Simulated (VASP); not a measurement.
Write the native input for VASP 6.6.1 that does the following.

- Task: single point
- Functional: HSE06
- Potentials or basis: VASP PAW PBE potentials, release 64 (Cd, P, C)
- Cutoff: 520 eV
- k mesh: 4 × 4 × 2
- Occupations: methfessel-paxton, width 0.5 eV
- Spin: no spin polarisation
- Dipole correction: no
- Grid for exact exchange (PRECFOCK): Normal
- Further INCAR settings: ALGO = Normal; EDIFF = 1e-06; NBANDS = 21
- Screening parameter: 0.2079 1/Å

CdP2C:

```
Cd P C
1.0
     3.30484    0.00000    0.00000
     0.00000    3.30484    0.00000
     0.00000    0.00000    5.97184
Cd P C
1 2 1
Direct
  0.00000 0.00000 0.00000
  0.00000 0.50000 0.32654
  0.50000 0.00000 0.67346
  0.50000 0.50000 0.50000
```

The input as run:

POSCAR

```
CdP2C
1.0
    3.3048441637      0.0000000000      0.0000000000
    0.0000000000      3.3048441637      0.0000000000
    0.0000000000      0.0000000000      5.9718372581
Cd P C
1 2 1
Direct
    0.0000000000      0.0000000000      0.0000000000
    0.0000000000      0.5000000000      0.3265445761
    0.5000000000      0.0000000000      0.6734554239
    0.5000000000      0.5000000000      0.5000000000
```

INCAR.step1

```
  PREC = Accurate
  ENCUT = 520
  EDIFF = 1E-5
  ISMEAR = 1
  SIGMA = 0.5
  LREAL = F
  LASPH = T
  NELM = 100
  ALGO = Normal
  ISIF = 2
  LWAVE = T
  LCHARG = F
  NBANDS = 21
  GGA = PE
```

INCAR.step2

```
  PREC = Accurate
  ENCUT = 520
  EDIFF = 1E-6
  ISMEAR = 1
  SIGMA = 0.5
  LREAL = F
  LASPH = T
  NELM = 100
  ALGO = Normal
  ISIF = 2
  LWAVE = F
  LCHARG = F
  GGA = PE
  LHFCALC = T
  HFSCREEN = 0.2079
  PRECFOCK = Normal
  NBANDS = 21
  ISTART = 1
```

KPOINTS

```
Automatic mesh
0
Gamma
  4 4 2
```

Potentials or basis: VASP PAW PBE potentials, release 64 (Cd, P, C).

Run with:

```bash
$ cat potpaw_PBE.64/Cd/POTCAR potpaw_PBE.64/P/POTCAR potpaw_PBE.64/C/POTCAR > POTCAR
$ cp INCAR.step1 INCAR
$ mpirun -np 1 vasp_std > vasp.out
$ cp INCAR.step2 INCAR
$ mpirun -np 1 vasp_std > vasp.out
```

Results of the run:

```
Pressure               : -1.1 GPa
Largest force          : 0.860 eV/Å
Band gap on the k mesh : zero (band 13 reaches 6.56 eV, above the bottom of band 14 at 6.31 eV)
```

Caveat: the k points lie up to 0.53 Å⁻¹ apart; the PAW data sets were made with another functional, which shifts forces and pressure a little.

Run time: 23 min on 1 thread of AMD EPYC 7R13, with other jobs on the host, peak memory 0.28 GiB.
